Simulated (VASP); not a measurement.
# Ni (P6_3/mmc) in VASP: notebook

Ni is run at these levels: PBEsol; tasks: single point.

All numbers are computed with VASP 6.6.1; they aren't measurements. Logs are shortened: lines on timing, memory, paths and dates and some standing lists are left out, and cuts for length are marked.

## 1. The cell of the first run

Symmetry: P6_3/mmc, No. 194, hexagonal system. Conventional cell: a = 2.364 Å, b = 2.364 Å, c = 3.932 Å, α = 90.00°, β = 90.00°, γ = 120.00°. Within 3.1 Å of Ni (site symmetry -6m2) lie 12 Ni at 2.36 to 2.39 Å.

This isn't the form of Ni at room conditions, which is fcc.

## 2. Single point, PBEsol, collinear spin, antiferromagnetic start

INCAR

```
PREC = Accurate
ENCUT = 520
EDIFF = 1E-6
ISMEAR = -1
SIGMA = 0.1
LREAL = F
LASPH = T
NELM = 150
ALGO = Normal
ISIF = 2
LWAVE = F
LCHARG = T
ISPIN = 2
MAGMOM = 1 -1
LORBIT = 11
LMAXMIX = 4
GGA = PS
LELF = T
LVHAR = T
NBANDS = 21
```

KPOINTS

```
Automatic mesh
0
Gamma
  16 16 8
```

POSCAR

```
Ni
1.0
    2.3635373233      0.0000000000      0.0000000000
   -1.1817686617      2.0468857698      0.0000000000
    0.0000000000      0.0000000000      3.9322548205
Ni
2
Direct
    0.3333333333      0.6666666667      0.2500000000
    0.6666666667      0.3333333333      0.7500000000
```

Potentials or basis: VASP PAW PBE potentials, release 64 (Ni).

The run is started by

```sh
> cat potpaw_PBE.64/Ni/POTCAR > POTCAR
> mpirun -np 1 vasp_std > vasp.out
```

OUTCAR:

```text
PREC = Accurate
   ENCUT = 520
   EDIFF = 1E-6
   ISMEAR = -1
   LREAL = F
   LASPH = T
   NELM = 150
   ISIF = 2
   ISPIN = 2
   LORBIT = 11
   GGA = PS

 ion  position               nearest neighbor table
   1  0.333  0.667  0.250-   2 2.39   2 2.39   2 2.39   2 2.39   2 2.39   2 2.39
   2  0.667  0.333  0.750-   1 2.39   1 2.39   1 2.39   1 2.39   1 2.39   1 2.39

  LATTYP: Found a hexagonal cell.
 ALAT       =     2.3635373233
 C/A-ratio  =     1.6637159827

  Lattice vectors:

 A1 = (   2.3635373233,   0.0000000000,   0.0000000000)
 A2 = (  -1.1817686617,   2.0468857698,   0.0000000000)
 A3 = (   0.0000000000,   0.0000000000,   3.9322548205)

Analysis of symmetry for initial positions (statically):
=====================================================================
 Subroutine PRICEL returns:
 Original cell was already a primitive cell.

 Routine SETGRP: Setting up the symmetry group for a
 hexagonal supercell.

 Subroutine GETGRP returns: Found 24 space group operations
 (whereof 12 operations were pure point group operations)
 out of a pool of 24 trial point group operations.

The static configuration has the point symmetry D_3d.
 The point group associated with its full space group is D_6h.

Analysis of symmetry for dynamics (positions and initial velocities):
=====================================================================
 Subroutine PRICEL returns:
 Original cell was already a primitive cell.

 Routine SETGRP: Setting up the symmetry group for a
 hexagonal supercell.

 Subroutine GETGRP returns: Found 24 space group operations
 (whereof 12 operations were pure point group operations)
 out of a pool of 24 trial point group operations.

The dynamic configuration has the point symmetry D_3d.
 The point group associated with its full space group is D_6h.

Analysis of structural, dynamic, and magnetic symmetry:
=====================================================================
 Subroutine PRICEL returns:
 Original cell was already a primitive cell.

 Routine SETGRP: Setting up the symmetry group for a
 hexagonal supercell.

 Subroutine GETGRP returns: Found 24 space group operations
 (whereof 12 operations were pure point group operations)
 out of a pool of 24 trial point group operations.

The overall configuration has the point symmetry D_3d.
 The point group associated with its full space group is D_6h.

 Subroutine INISYM returns: Found 24 space group operations
[... 117 lines left out ...]
     AMIX_MAG =   1.60;   BMIX_MAG =  1.00
  volume/ion in A,a.u.               =       9.51        64.19
  Fermi-wavevector in a.u.,A,eV,Ry     =   1.664635  3.145703 37.701858  2.771008
  Thomas-Fermi vector in A             =   2.751144
   LORBIT       =     11    0 simple, 1 ext, 2 COOP (PROOUT), +10 PAW based schemes
   GGA     = PS    functional components
   LHFCALC =     F    Hartree Fock is set to
   AEXX    =    0.0000 exact exchange contribution
   IVDW    =     0    specifies the selected vdW correction
   LEPSILON=     F    determine dielectric tensor
   LRPA    =     F    only Hartree local field effects (RPA)
 spin polarized calculation
  energy-cutoff  :      520.00
  volume of cell :       19.02
 maximum number of plane-waves:       549
 NGX is ok and might be reduce to    18
   NGX =  9   NGY =  9   NGZ = 15

 number of electron      20.0000005 magnetization       0.0000000

 number of electron      20.0000005 magnetization      -0.0000000

 Free energy of the ion-electron system (eV)
  ---------------------------------------------------
  ext. energy  EPLUGINS =         0.00000000
  ---------------------------------------------------
  free energy    TOTEN  =       -12.09568339 eV

  energy without entropy =      -11.92387225  energy(sigma->0) =      -12.00977782

 E-fermi :  11.1030     XC(G=0): -14.2508

 val. band max:       11.1029807065   @ k =   0.2500   0.1875   0.5000
 cond. band min:      11.1037971418   @ k =   0.2500   0.2500   0.5000
 fundamental gap:      0.0008164353
 Fermi energy:        11.1030283910

 spin component 1

 k-point     1 :       0.0000    0.0000    0.0000
  band No.  band energies     occupation
      1       1.1869      1.00000
      2       5.7723      1.00000
      3       8.7139      1.00000
      4       8.8772      1.00000
      5       8.8772      1.00000
      6       9.2026      1.00000
[... 565 lines left out ...]
     20      42.6632      0.00000
     21      44.4612      0.00000

 [... further k-points ...]

 spin component 2

 k-point     1 :       0.0000    0.0000    0.0000
  band No.  band energies     occupation
      1       1.1869      1.00000
      2       5.7723      1.00000
      3       8.7139      1.00000
      4       8.8772      1.00000
      5       8.8772      1.00000
      6       9.2026      1.00000
[... 565 lines left out ...]
     20      42.6632      0.00000
     21      44.4612      0.00000

 [... further k-points ...]

------------------------ aborting loop because EDIFF is reached ----------------------------------------

  FORCE on cell =-STRESS in cart. coord.  units (eV):
  Direction    XX          YY          ZZ          XY          YZ          ZX
  --------------------------------------------------------------------------------------
  -------------------------------------------------------------------------------------
  Total        3.0985289      3.0985362      2.6007110     -0.0000000      0.0000000      0.0000000
  in kB      260.9566727    260.9572860    219.0306763     -0.0000000      0.0000000      0.0000000
  external PRESSURE =     246.9815450 kB  Pullay stress =       0.0000000 kB

 VOLUME and BASIS-vectors are now :
 -----------------------------------------------------------------------------
  energy-cutoff  :      520.00
  volume of cell :       19.02
      direct lattice vectors                 reciprocal lattice vectors
     2.363537323  0.000000000  0.000000000     0.423094651  0.244273524  0.000000000
    -1.181768662  2.046885770  0.000000000     0.000000000  0.488547048  0.000000000
     0.000000000  0.000000000  3.932254820     0.000000000  0.000000000  0.254307019

 POSITION                                       TOTAL-FORCE (eV/Angst)
 -----------------------------------------------------------------------------------
     -0.00000      1.36459      0.98306         0.000000     -0.000000      0.000000
      1.18177      0.68230      2.94919        -0.000000      0.000000      0.000000
 -----------------------------------------------------------------------------------
    total drift:                                0.000000     -0.000000     -0.000000

  FREE ENERGIE OF THE ION-ELECTRON SYSTEM (eV)
  ---------------------------------------------------
  free  energy   TOTEN  =       -12.0956833940 eV

  energy  without entropy=      -11.9238722473  energy(sigma->0) =      -12.00977782

 total charge

# of ion       s       p       d       tot
------------------------------------------
    1        0.560   0.632   8.401   9.593
    2        0.560   0.632   8.401   9.593
--------------------------------------------------
tot          1.119   1.263  16.803  19.185

 magnetization (x)

# of ion       s       p       d       tot
------------------------------------------
    1       -0.000  -0.000   0.001   0.001
    2        0.000   0.000  -0.001  -0.001
--------------------------------------------------
tot          0.000   0.000   0.000   0.000
```

OSZICAR:

```text
N       E                     dE             d eps       ncg     rms          rms(c)
DAV:   1     0.921904442752E+02    0.92190E+02   -0.91530E+03 13888   0.144E+03
DAV:   2    -0.879248820507E+01   -0.10098E+03   -0.93005E+02 12815   0.238E+02
DAV:   3    -0.143028288712E+02   -0.55103E+01   -0.53345E+01 14402   0.626E+01
DAV:   4    -0.143682856620E+02   -0.65457E-01   -0.65410E-01 14249   0.643E+00
DAV:   5    -0.143700383487E+02   -0.17527E-02   -0.17526E-02 14656   0.106E+00    0.175E+01
DAV:   6    -0.125781227359E+02    0.17919E+01   -0.67071E+00 15133   0.577E+01    0.734E+00
DAV:   7    -0.121338385122E+02    0.44428E+00   -0.12733E+00 15038   0.220E+01    0.341E+00
DAV:   8    -0.120969695208E+02    0.36869E-01   -0.72055E-02 19452   0.411E+00    0.981E-01
DAV:   9    -0.120952350495E+02    0.17345E-02   -0.80538E-03 19370   0.118E+00    0.417E-01
DAV:  10    -0.120954067377E+02   -0.17169E-03   -0.69813E-03 21948   0.126E+00    0.164E-01
DAV:  11    -0.120955809579E+02   -0.17422E-03   -0.90250E-04 20172   0.378E-01    0.877E-02
DAV:  12    -0.120956711763E+02   -0.90218E-04   -0.14210E-03 20980   0.530E-01    0.266E-02
DAV:  13    -0.120956826667E+02   -0.11490E-04   -0.48393E-05 18979   0.784E-02    0.107E-02
DAV:  14    -0.120956833940E+02   -0.72729E-06   -0.66215E-06  8968   0.327E-02
   1 F= -.12095683E+02 E0= -.12009778E+02  d E =-.171811E+00  mag=    -0.0000
```

Run time: 92 s. Hardware: 1 thread of Intel Xeon Platinum 8488C (Sapphire Rapids), shared host; peak memory 0.2 GiB.

What came out:

```yaml
Free_energy: -12.0957 eV
Pressure: 24.7 GPa
Band_gap_on_the_k_mesh: zero (filled and empty bands overlap)
Net_moment: 0.00 μB per cell
Valence_electrons_inside_the_program's_atomic_spheres: Ni 9.59
```

Caveat: the cell stands under pressure; the PAW data sets were made with another functional, which shifts forces and pressure a little.

## 3. Single point, PBEsol, collinear spin, antiferromagnetic start

This run uses another cell than the first one, of 9.78 Å³/atom.

INCAR is that of step 2.

KPOINTS is that of step 2.

POSCAR

```
Ni
1.0
    2.3852223633      0.0000000000      0.0000000000
   -1.1926111816      2.0656655874      0.0000000000
    0.0000000000      0.0000000000      3.9683325681
Ni
2
Direct
    0.3333333333      0.6666666667      0.2500000000
    0.6666666667      0.3333333333      0.7500000000
```

Potentials or basis: VASP PAW PBE potentials, release 64 (Ni).

The run is started by

```sh
> cat potpaw_PBE.64/Ni/POTCAR > POTCAR
> mpirun -np 1 vasp_std > vasp.out
```

It took 78 s on 1 thread of Intel Xeon Platinum 8488C (Sapphire Rapids), shared host; peak memory 0.2 GiB.

The run converged. Its results:

```yaml
Free_energy: -12.1626 eV
Pressure: 15.9 GPa
Band_gap_on_the_k_mesh: zero (filled and empty bands overlap)
Net_moment: 0.00 μB per cell
Valence_electrons_inside_the_program's_atomic_spheres: Ni 9.53
```

Stress tensor (GPa, compression positive):
```
17.17  0.00  0.00
 0.00 17.17  0.00
 0.00  0.00 13.35
```

Levels at points of the mesh, in eV from the Fermi level:
Spin up:
| k point | band 6 | band 7 | band 8 | band 9 | band 10 | band 11 | band 12 | band 13 | band 14 | band 15 |
| --- | --- | --- | --- | --- | --- | --- | --- | --- | --- | --- |
| (0.00, 0.00, 0.00) | -1.83 | -1.83 | -1.26 | -1.26 | -0.63 | -0.18 | -0.18 | 6.53 | 23.81 | 26.26 |
| (0.50, 0.00, 0.00) | -2.15 | -1.82 | -0.01 | 0.01 | 0.13 | 1.73 | 3.81 | 10.13 | 10.81 | 13.41 |
| (0.00, 0.00, 0.50) | -2.17 | -2.17 | -2.17 | -0.52 | -0.52 | -0.52 | -0.52 | 15.23 | 15.23 | 24.57 |
| (0.50, 0.00, 0.50) | -1.18 | -0.60 | -0.60 | 0.07 | 0.07 | 1.72 | 1.72 | 7.96 | 7.96 | 19.88 |
Spin down:
```tsv
k point	band 7	band 8	band 9	band 10	band 11	band 12	band 13	band 14
(0.00, 0.00, 0.00)	-1.83	-1.26	-1.26	-0.63	-0.18	-0.18	6.53	23.81
(0.50, 0.00, 0.00)	-1.82	-0.01	0.01	0.13	1.73	3.81	10.13	10.81
(0.00, 0.00, 0.50)	-2.17	-2.17	-0.52	-0.52	-0.52	-0.52	15.23	15.23
(0.50, 0.00, 0.50)	-0.60	-0.60	0.07	0.07	1.72	1.72	7.96	7.96
```

Caveat: the cell stands under pressure; the PAW data sets were made with another functional, which shifts forces and pressure a little.
